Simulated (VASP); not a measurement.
Wanted: the native input for a VASP 6.6.1 run.

| Item | Value |
| --- | --- |
| Task | single point |
| Functional | PBEsol |
| Dispersion | D3(BJ) |
| Potentials or basis | VASP PAW PBE potentials, release 64 (Hg) |
| Cutoff | 520 eV |
| k mesh | 18 × 18 × 10 |
| Occupations | gaussian, width 0.15 eV |
| Spin | no spin polarisation |
| Dipole correction | no |
| Further INCAR settings | ALGO = Fast; EDIFF = 1e-06; NBANDS = 19 |

The structure of Hg lies in POSCAR:

```
Hg
1.0
    3.1750453891      0.0000000000      0.0000000000
   -1.5875226945      2.7496699651      0.0000000000
    0.0000000000      0.0000000000      4.8889348901
Hg
2
Direct
    0.6666666667      0.3333333333      0.7500000000
    0.3333333333      0.6666666667      0.2500000000
```

These files were run (other wordings do the same):

INCAR

```
SYSTEM = Hg
ALGO = Fast
EDIFF = 1E-6
ENCUT = 520
GGA = PS
ISIF = 2
ISMEAR = 0
IVDW = 12
LASPH = .TRUE.
LCHARG = .TRUE.
LELF = .TRUE.
LREAL = .FALSE.
LVHAR = .TRUE.
LWAVE = .FALSE.
NBANDS = 19
NELM = 80
PREC = Accurate
SIGMA = 0.15
```

KPOINTS

```
k-points
0
G
  18 18 10
  0 0 0
```

Potentials or basis: VASP PAW PBE potentials, release 64 (Hg).

Launch:

```console
$ cat potpaw_PBE.64/Hg/POTCAR > POTCAR
$ mpirun -np 1 vasp_std > vasp.out
```

Results of the run:

```
Pressure                   : 2.1 GPa
Band gap on the k mesh     : zero (bands 12 and 13 overlap by 1.14 eV)
Dispersion energy per atom : -0.469 eV
```

Caveat: the PAW data sets were made with another functional, which shifts forces and pressure a little; spin-orbit coupling is left out, which moves the levels of the heavy elements.

Run time: 2.6 min on 1 thread of Intel Xeon 8259CL (shared host), peak memory 0.28 GiB.
